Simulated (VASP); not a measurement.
# Ge2F (P6/mmm) in VASP: further runs, part 2 of 2

VASP 6.6.1. The steps go on from the part before.

### 3 Single point, PBE

This run uses another cell than the first one, of 16.45 Å³/atom, 1.161 times its volume.

The input, INCAR:

```
SYSTEM = Ge2F
  PREC = Accurate
  ENCUT = 520
  EDIFF = 1E-6
  ISMEAR = 0
  SIGMA = 0.1
  LREAL = .False.
  LASPH = .True.
  NELM = 60
  ALGO = Normal
  ISIF = 2
  LWAVE = .False.
  LCHARG = .True.
  GGA = PE
  LELF = .True.
  LVHAR = .True.
  NBANDS = 24
```

The input, KPOINTS:

```
regular mesh
0
Gamma
  6 6 4
  0 0 0
```

The input, POSCAR:

```
Ge2F
1.0
    4.3284249425      0.0000000000      0.0000000000
   -2.1642124713      3.7485259586      0.0000000000
    0.0000000000      0.0000000000      3.0412151083
Ge F
2 1
Direct
    0.3333333333      0.6666666667      0.5000000000
    0.6666666667      0.3333333333      0.5000000000
    0.0000000000      0.0000000000      0.0000000000
```

Potentials or basis: VASP PAW PBE potentials, release 64 (Ge_d, F).

Command:

```bash
$ cat potpaw_PBE.64/Ge_d/POTCAR potpaw_PBE.64/F/POTCAR > POTCAR
$ mpirun -np 1 vasp_std > vasp.out
```

OUTCAR:

```text
SYSTEM = Ge2F
   PREC = Accurate
   ENCUT = 520
   EDIFF = 1E-6
   ISMEAR = 0
   LREAL = .False.
   LASPH = .True.
   NELM = 60
   ISIF = 2
   GGA = PE

 ion  position               nearest neighbor table
   1  0.333  0.667  0.500-   2 2.50   2 2.50   2 2.50
   2  0.667  0.333  0.500-   1 2.50   1 2.50   1 2.50
   3  0.000  0.000  0.000-

  LATTYP: Found a hexagonal cell.
 ALAT       =     4.3284249425
 C/A-ratio  =     0.7026147268

  Lattice vectors:

 A1 = (   4.3284249425,   0.0000000000,   0.0000000000)
 A2 = (  -2.1642124713,   3.7485259586,   0.0000000000)
 A3 = (   0.0000000000,   0.0000000000,   3.0412151083)

Analysis of symmetry for initial positions (statically):
=====================================================================
 Subroutine PRICEL returns:
 Original cell was already a primitive cell.

 Routine SETGRP: Setting up the symmetry group for a
 hexagonal supercell.

 Subroutine GETGRP returns: Found 24 space group operations
 (whereof 24 operations were pure point group operations)
 out of a pool of 24 trial point group operations.

The static configuration has the point symmetry D_6h.

Analysis of symmetry for dynamics (positions and initial velocities):
=====================================================================
 Subroutine PRICEL returns:
 Original cell was already a primitive cell.

 Routine SETGRP: Setting up the symmetry group for a
 hexagonal supercell.

 Subroutine GETGRP returns: Found 24 space group operations
 (whereof 24 operations were pure point group operations)
 out of a pool of 24 trial point group operations.

The dynamic configuration has the point symmetry D_6h.

 Subroutine INISYM returns: Found 24 space group operations
 (whereof 24 operations are pure point group operations),
 and found     1 'primitive' translations

----------------------------------------------------------------------------------------

                                     Primitive cell

  volume of cell :      49.3444

  direct lattice vectors                    reciprocal lattice vectors
     4.328424942  0.000000000  0.000000000     0.231030921  0.133385764  0.000000000
    -2.164212471  3.748525959  0.000000000     0.000000000  0.266771529  0.000000000
     0.000000000  0.000000000  3.041215108     0.000000000  0.000000000  0.328815938

  length of vectors
     4.328424942  4.328424943  3.041215108     0.266771529  0.266771529  0.328815938

  position of ions in fractional coordinates (direct lattice)
     0.333333333  0.666666667  0.500000000
     0.666666667  0.333333333  0.500000000
     0.000000000  0.000000000  0.000000000

  ion indices of the primitive-cell ions
   primitive index   ion index
                 1           1
                 2           2
                 3           3

----------------------------------------------------------------------------------------

 KPOINTS: regular mesh

Automatic generation of k-mesh.
 Grid dimensions read from file:
 generate k-points for:    6    6    4

 Generating k-lattice:

  Cartesian coordinates                     Fractional coordinates (reciprocal lattice)
     0.038505153  0.022230961  0.000000000     0.166666667  0.000000000  0.000000000
     0.000000000  0.044461921  0.000000000     0.000000000  0.166666667  0.000000000
     0.000000000  0.000000000  0.082203985     0.000000000  0.000000000  0.250000000

  Length of vectors
     0.044461921  0.044461921  0.082203985

  Shift w.r.t. Gamma in fractional coordinates (k-lattice)
     0.000000000  0.000000000  0.000000000

 Subroutine IBZKPT returns following result:
 ===========================================

 Found     21 irreducible k-points:

 Following reciprocal coordinates:
            Coordinates               Weight
  0.000000  0.000000  0.000000      1.000000
  0.166667  0.000000  0.000000      6.000000
  0.333333 -0.000000  0.000000      6.000000
  0.500000  0.000000  0.000000      3.000000
  0.166667  0.166667  0.000000      6.000000
  0.333333  0.166667  0.000000     12.000000
[... 13 lines left out ...]
  0.333333  0.166667  0.500000     12.000000
  0.333333  0.333333  0.500000      2.000000
   k-points           NKPTS =     21   k-points in BZ     NKDIM =     21   number of bands    NBANDS=     24
   number of dos      NEDOS =    301   number of ions     NIONS =      3
   total plane-waves  NPLWV =  24576
   dimension x,y,z NGX =    32 NGY =   32 NGZ =   24
   dimension x,y,z NGXF=    64 NGYF=   64 NGZF=   48
   ions per type =               2   1
   NGX,Y,Z   is equivalent  to a cutoff of  12.29, 12.29, 13.12 a.u.
   NGXF,Y,Z  is equivalent  to a cutoff of  24.58, 24.58, 26.24 a.u.
 SYSTEM =  Ge2F
   PREC   = accura    normal or accurate (medium, high low for compatibility)
   ISTART =      0    job   : 0-new  1-cont  2-samecut
   ICHARG =      2    charge: 1-file 2-atom 10-const
   ISPIN  =      1    spin polarized calculation?
   LNONCOLLINEAR =      F non collinear calculations
   LSORBIT =      F    spin-orbit coupling
   LASPH  =      T    aspherical Exc in radial PAW
   ENCUT  =  520.0 eV  38.22 Ry    6.18 a.u.   8.05  8.05  5.65*2*pi/ulx,y,z
   NELM   =     60;   NELMIN=  2; NELMDL= -5     # of ELM steps
   EDIFF  = 0.1E-05   stopping-criterion for ELM
   LREAL  =      F    real-space projection
   EDIFFG = 0.1E-04   stopping-criterion for IOM
   NSW    =      0    number of steps for IOM
   IBRION =     -1    ionic relax: 0-MD 1-quasi-New 2-CG
   NFREE  =      0    steps in history (QN), initial steepest desc. (CG)
   ISIF   =      2    stress and relaxation
   ISYM   =      2    0-nonsym 1-usesym 2-fastsym
   POTIM  = 0.5000    time-step for ionic-motion
   TEBEG  =    0.0;   TEEND  =   0.0 temperature during run
   PSTRESS=    0.0 pullay stress
   NELECT =      35.0000    total number of electrons
   NUPDOWN=      -1.0000    fix difference up-down
   EMIN   =  10.00;   EMAX   =-10.00  energy-range for DOS
   EFERMI =   0.00;   METHOD = LEGACY
   ISMEAR =     0;   SIGMA  =   0.10  broadening in eV -4-tet -1-fermi 0-gaus
   EFERMI_NEDOS =   21; number of points for ismear=-14 and -15
   IALGO  =     38    algorithm
   IMIX   =      4    mixing-type and parameters
     AMIX     =   0.40;   BMIX     =  1.00
     AMIX_MAG =   1.60;   BMIX_MAG =  1.00
  volume/ion in A,a.u.               =      16.45       111.00
  Fermi-wavevector in a.u.,A,eV,Ry     =   1.459996  2.758992 29.002019  2.131588
  Thomas-Fermi vector in A             =   2.576498
   LORBIT       =      0    0 simple, 1 ext, 2 COOP (PROOUT), +10 PAW based schemes
   GGA     = PE    functional components
   LHFCALC =     F    Hartree Fock is set to
   AEXX    =    0.0000 exact exchange contribution
   IVDW    =     0    specifies the selected vdW correction
   LEPSILON=     F    determine dielectric tensor
   LRPA    =     F    only Hartree local field effects (RPA)
 non-spin polarized calculation
 Gauss-broadening in eV      SIGMA  =   0.10
  energy-cutoff  :      520.00
  volume of cell :       49.34
 maximum number of plane-waves:      1346
   NGX = 17   NGY = 17   NGZ = 11

 number of electron      35.0000012 magnetization

 Free energy of the ion-electron system (eV)
  ---------------------------------------------------
  ext. energy  EPLUGINS =         0.00000000
  ---------------------------------------------------
  free energy    TOTEN  =       -12.17617450 eV

  energy without entropy =      -12.17403681  energy(sigma->0) =      -12.17510566

 E-fermi :   4.4289     XC(G=0): -10.7497

 val. band max:        4.3164962461   @ k =   0.0000   0.0000   0.5000
 cond. band min:       4.4977049942   @ k =   0.3333  -0.0000   0.5000
 fundamental gap:      0.1812087480
 Fermi energy:         4.4288922648

 k-point     1 :       0.0000    0.0000    0.0000
  band No.  band energies     occupation
      1     -20.2440      2.00000
      2     -20.1114      2.00000
      3     -20.1114      2.00000
      4     -20.0835      2.00000
      5     -20.0690      2.00000
      6     -20.0690      2.00000
[... 16 lines left out ...]
     23      14.1725      0.00000
     24      16.4408      0.00000
[... 517 lines left out ...]
      2     -20.1615      2.00000
      3     -20.1442      2.00000
      4     -20.1442      2.00000
      5     -20.0910      2.00000
      6     -20.0910      2.00000
[... 16 lines left out ...]
     23      15.4767      0.00000
     24      16.7889      0.00000

------------------------ aborting loop because EDIFF is reached ----------------------------------------

  FORCE on cell =-STRESS in cart. coord.  units (eV):
  Direction    XX          YY          ZZ          XY          YZ          ZX
  --------------------------------------------------------------------------------------
  -------------------------------------------------------------------------------------
  Total       -0.1108307     -0.1108307     -0.0943945      0.0000000      0.0000000      0.0000000
  in kB       -3.5985975     -3.5985975     -3.0649251      0.0000000      0.0000000      0.0000000
  external PRESSURE =      -3.4207067 kB  Pullay stress =       0.0000000 kB

 VOLUME and BASIS-vectors are now :
 -----------------------------------------------------------------------------
  energy-cutoff  :      520.00
  volume of cell :       49.34
      direct lattice vectors                 reciprocal lattice vectors
     4.328424942  0.000000000  0.000000000     0.231030921  0.133385764  0.000000000
    -2.164212471  3.748525959  0.000000000     0.000000000  0.266771529  0.000000000
     0.000000000  0.000000000  3.041215108     0.000000000  0.000000000  0.328815938

 POSITION                                       TOTAL-FORCE (eV/Angst)
 -----------------------------------------------------------------------------------
     -0.00000      2.49902      1.52061        -0.000000     -0.000000      0.000000
      2.16421      1.24951      1.52061         0.000000      0.000000      0.000000
      0.00000      0.00000      0.00000         0.000000      0.000000      0.000000
 -----------------------------------------------------------------------------------
    total drift:                               -0.000000      0.000000      0.000000

  FREE ENERGIE OF THE ION-ELECTRON SYSTEM (eV)
  ---------------------------------------------------
  free  energy   TOTEN  =       -12.1761745042 eV

  energy  without entropy=      -12.1740368077  energy(sigma->0) =      -12.17510566
```

stdout:

```text
POSCAR found type information on POSCAR GeF
 POSCAR found :  2 types and       3 ions
 scaLAPACK will be used
 LDA part: xc-table for (Slater+PW92), standard interpolation
 POSCAR, INCAR and KPOINTS ok, starting setup
 FFT: planning ... GRIDC
 FFT: planning ... GRID_SOFT
 FFT: planning ... GRID
 WAVECAR not read
 entering main loop
```

Wall time 24 s (1 thread of Intel Xeon Platinum 8259CL at 2.50GHz (Skylake/Cascade Lake), shared host); peak memory 0.16 GiB.

Results:

```yaml
Free_energy: -12.1762 eV
Pressure: -0.3 GPa
```

Caveat: the k points lie up to 0.52 Å⁻¹ apart; an odd number of electrons without spin polarisation forces a metal; a magnetic or distorted state may lie lower.

### 4 Single point, PBE

This run uses another cell than the first one, of 16.33 Å³/atom, 1.153 times its volume.

The input, INCAR:

```
PREC = Accurate
ENCUT = 520
EDIFF = 1E-7
ISMEAR = 0
SIGMA = 0.1
LREAL = False
LASPH = True
NELM = 80
ALGO = Normal
ISIF = 2
LWAVE = False
LCHARG = True
GGA = PE
LELF = True
LVHAR = True
NBANDS = 24
```

The input, KPOINTS:

```
Automatic mesh
0
Gamma
  6 6 6
```

The input, POSCAR:

```
Ge2F
1.0
    4.3266110907      0.0000000000      0.0000000000
   -2.1633055454      3.7469551168      0.0000000000
    0.0000000000      0.0000000000      3.0226739420
Ge F
2 1
Direct
    0.3333333333      0.6666666667      0.5000000000
    0.6666666667      0.3333333333      0.5000000000
    0.0000000000      0.0000000000      0.0000000000
```

Command:

```bash
$ cat potpaw_PBE.64/Ge_d/POTCAR potpaw_PBE.64/F/POTCAR > POTCAR
$ mpirun -np 1 vasp_std > vasp.out
```

It took 29 s on 1 thread of Intel Xeon Platinum 8259CL at 2.50GHz (Skylake/Cascade Lake), shared host; peak memory 0.17 GiB.

Results (log left out):

```yaml
Free_energy: -12.2455 eV
Pressure: 0.0 GPa
```

Stress tensor (GPa, compression positive):
```
 0.03  0.00  0.00
 0.00  0.03  0.00
 0.00  0.00 -0.14
```

Levels at points of the mesh, in eV from the Fermi level:
| k point | band 13 | band 14 | band 15 | band 16 | band 17 | band 18 | band 19 | band 20 | band 21 | band 22 |
| --- | --- | --- | --- | --- | --- | --- | --- | --- | --- | --- |
| (0.00, 0.00, 0.00) | -3.62 | -3.62 | -3.47 | -2.46 | -1.77 | -1.77 | 4.37 | 4.93 | 4.93 | 8.11 |
| (0.50, 0.00, 0.00) | -8.09 | -4.73 | -2.36 | -2.33 | -0.63 | 0.86 | 5.31 | 7.08 | 7.16 | 7.64 |
| (0.00, 0.00, 0.50) | -4.01 | -3.05 | -3.05 | -2.82 | -0.68 | -0.08 | -0.08 | 1.90 | 4.76 | 4.76 |
| (0.50, 0.00, 0.50) | -6.49 | -4.73 | -3.17 | -3.17 | -1.22 | -1.13 | -0.46 | 3.69 | 7.72 | 9.14 |

Caveat: an odd number of electrons without spin polarisation forces a metal; a magnetic or distorted state may lie lower.

### 5 Relaxation of cell and atoms, PBE

The input, INCAR:

```
SYSTEM = Ge2F
ALGO = Normal
EDIFF = 1E-6
EDIFFG = -0.04
ENCUT = 600
GGA = PE
IBRION = 2
ISIF = 3
ISMEAR = 0
LASPH = .TRUE.
LCHARG = .FALSE.
LREAL = .FALSE.
LWAVE = .FALSE.
NELM = 80
NSW = 90
PREC = Accurate
SIGMA = 0.1
```

The input, KPOINTS:

```
k-points
0
G
  6 6 4
  0 0 0
```

The input, POSCAR:

```
Ge2F
1.0
    3.5373951200      0.0000000000      0.0000000000
   -1.7686975600      3.0634740400      0.0000000000
    0.0000000000      0.0000000000      3.9204250800
Ge F
2 1
Direct
    0.3333333300      0.6666666700      0.5000000000
    0.6666666700      0.3333333300      0.5000000000
    0.0000000000      0.0000000000      0.0000000000
```

Command:

```bash
$ cat potpaw_PBE.64/Ge_d/POTCAR potpaw_PBE.64/F/POTCAR > POTCAR
$ mpirun -np 1 vasp_std > vasp.out
```

Wall time 3.7 min (1 thread of Intel Xeon Platinum 8259CL at 2.50GHz (Skylake/Cascade Lake), shared host); peak memory 0.18 GiB.

The run converged. Its results:

- Free energy: -12.1253 eV
- Relaxed volume: 16.22 Å³/atom
- Relaxed cell: a = 4.292 Å, b = 4.292 Å, c = 3.049 Å, α = 90.00°, β = 90.00°, γ = 120.00°
- Space group after relaxing (to 0.05 Å): P6/mmm (No. 191)
- Energy gained by relaxing: 1072.2 meV/atom
- Ionic steps: 11
- Pressure after relaxing: 0.0 GPa

Step by step:
```tsv
step	energy change (eV)	largest force (eV/Å)	pressure (GPa)	volume (Å³)
1	0.0000	0.0000	57.21	42.48
2	-1.6093	0.0000	-13.67	80.01
3	-2.9165	0.0000	-2.21	59.90
4	-2.9167	0.0000	-1.74	59.52
5	-2.9976	0.0000	-1.67	57.88
6	-3.1140	0.0000	-1.18	54.50
7	-3.2080	0.0000	2.21	47.35
8	-3.2035	0.0000	0.91	49.05
9	-3.2111	0.0000	1.65	48.00
10	-3.2007	0.0000	-2.47	49.82
11	-3.2166	0.0000	0.01	48.65
```

Final structure:
```
Ge F
1.0
     4.29231    0.00000    0.00000
    -2.14616    3.71725    0.00000
     0.00000    0.00000    3.04906
Ge F
2 1
Direct
  0.33333 0.66667 0.50000
  0.66667 0.33333 0.50000
  0.00000 0.00000 0.00000
```

Levels at points of the mesh, in eV from the Fermi level:
```tsv
k point	band 15	band 16	band 17	band 18	band 19	band 20
(0.00, 0.00, 0.00)	-3.32	-2.69	-1.81	-1.81	4.06	4.92
(0.50, 0.00, 0.00)	-2.57	-2.46	-0.73	0.86	5.00	6.90
(0.00, 0.00, 0.50)	-3.20	-2.95	-0.63	-0.20	-0.20	2.02
(0.50, 0.00, 0.50)	-3.32	-3.30	-1.38	-1.12	-0.48	3.63
```

Caveat: the k points lie up to 0.52 Å⁻¹ apart in the final cell; an odd number of electrons without spin polarisation forces a metal; a magnetic or distorted state may lie lower.

### 6 Relaxation of cell and atoms, PBE

This run uses another cell than the first one, of 16.45 Å³/atom, 1.161 times its volume.

The input, INCAR:

```
ALGO = Normal ; EDIFF = 1E-6
EDIFFG = -0.04 ; ENCUT = 600
GGA = PE ; IBRION = 2
ISIF = 3 ; ISMEAR = 0
LASPH = True ; LCHARG = False
LREAL = False ; LWAVE = False
NELM = 80 ; NSW = 90
PREC = Accurate ; SIGMA = 0.1
```

The input, KPOINTS:

```
k-points
0
Gamma
  6 6 6
```

The input, POSCAR:

```
Ge2F
1.0
    4.3284249425      0.0000000000      0.0000000000
   -2.1642124713      3.7485259586      0.0000000000
    0.0000000000      0.0000000000      3.0412151083
Ge F
2 1
Direct
    0.3333333333      0.6666666667      0.5000000000
    0.6666666667      0.3333333333      0.5000000000
    0.0000000000      0.0000000000      0.0000000000
```

Potentials or basis: VASP PAW PBE potentials, release 64 (Ge_d, F).

Command:

```bash
$ cat potpaw_PBE.64/Ge_d/POTCAR potpaw_PBE.64/F/POTCAR > POTCAR
$ mpirun -np 1 vasp_std > vasp.out
```

Run time: 55 s. Hardware: 1 thread of Intel Xeon Platinum 8259CL at 2.50GHz (Skylake/Cascade Lake), shared host; peak memory 0.19 GiB.

Results (log left out):

```
Free energy                            : -12.2471 eV
Relaxed volume                         : 16.31 Å³/atom
Relaxed cell                           : a = 4.318 Å, b = 4.318 Å, c = 3.030 Å, α = 90.00°, β = 90.00°, γ = 120.00°
Space group after relaxing (to 0.05 Å) : P6/mmm (No. 191)
Energy gained by relaxing              : 0.1 meV/atom
Ionic steps                            : 2
Pressure after relaxing                : 0.2 GPa
```

Stress tensor (GPa, compression positive):
```
 0.37  0.00  0.00
 0.00  0.37  0.00
 0.00  0.00 -0.18
```

The path:
```csv
step,energy change (eV),largest force (eV/Å),pressure (GPa),volume (Å³)
1,0.0000,0.0000,-0.58,49.34
2,-0.0004,0.0000,0.18,48.92
```

Final structure:
```xyz
3
Lattice="4.3180 0.0000 0.0000 -2.1590 3.7395 0.0000 0.0000 0.0000 3.0298" Properties=species:S:1:pos:R:3 pbc="T T T"
Ge    0.0000    2.4930    1.5149
Ge    2.1590    1.2465    1.5149
F     0.0000    0.0000    0.0000
```

Levels at points of the mesh, in eV from the Fermi level:
| k point | band 13 | band 14 | band 15 | band 16 | band 17 | band 18 | band 19 | band 20 | band 21 |
| --- | --- | --- | --- | --- | --- | --- | --- | --- | --- |
| (0.00, 0.00, 0.00) | -3.64 | -3.64 | -3.42 | -2.50 | -1.77 | -1.77 | 4.30 | 4.94 | 4.94 |
| (0.50, 0.00, 0.00) | -8.09 | -4.74 | -2.39 | -2.34 | -0.64 | 0.87 | 5.24 | 7.10 | 7.12 |
| (0.00, 0.00, 0.50) | -4.01 | -3.07 | -3.07 | -2.83 | -0.66 | -0.10 | -0.10 | 1.94 | 4.75 |
| (0.50, 0.00, 0.50) | -6.53 | -4.75 | -3.19 | -3.19 | -1.25 | -1.11 | -0.45 | 3.68 | 7.74 |

Caveat: an odd number of electrons without spin polarisation forces a metal; a magnetic or distorted state may lie lower.

### 7 The runs side by side

| task | cell | k mesh | cutoff (eV) | gap on the mesh (eV) | pressure (GPa) | relaxed volume (Å³/atom) |
| --- | --- | --- | --- | --- | --- | --- |
| single point | a = 3.537, b = 3.537, c = 3.920 Å, angles 90.0, 90.0, 120.0°, 3 atoms | 6 × 6 × 4 | 520 | none | 57.2 | - |
| single point | a = 4.328, b = 4.328, c = 3.041 Å, angles 90.0, 90.0, 120.0°, 3 atoms | 6 × 6 × 4 | 520 | none | -0.3 | - |
| single point | a = 4.327, b = 4.327, c = 3.023 Å, angles 90.0, 90.0, 120.0°, 3 atoms | 6 × 6 × 6 | 520 | none | 0.0 | - |
| relaxation of cell and atoms | relaxed from a = 3.537, b = 3.537, c = 3.920 Å, angles 90.0, 90.0, 120.0°, 3 atoms | 6 × 6 × 4 | 600 | none | 0.0 | 16.22 |
| relaxation of cell and atoms | relaxed from a = 4.328, b = 4.328, c = 3.041 Å, angles 90.0, 90.0, 120.0°, 3 atoms | 6 × 6 × 6 | 600 | none | 0.2 | 16.31 |

Alike in all rows: level PBE; potentials or basis VASP PAW PBE potentials, release 64 (Ge_d, F); no spin polarisation; smearing gaussian 0.1 eV.

Caveats: some runs use coarse meshes; an odd number of electrons without spin polarisation forces a metal; a magnetic or distorted state may lie lower.

Total energies depend on the potentials used, so only differences within one code and one set of settings carry meaning.
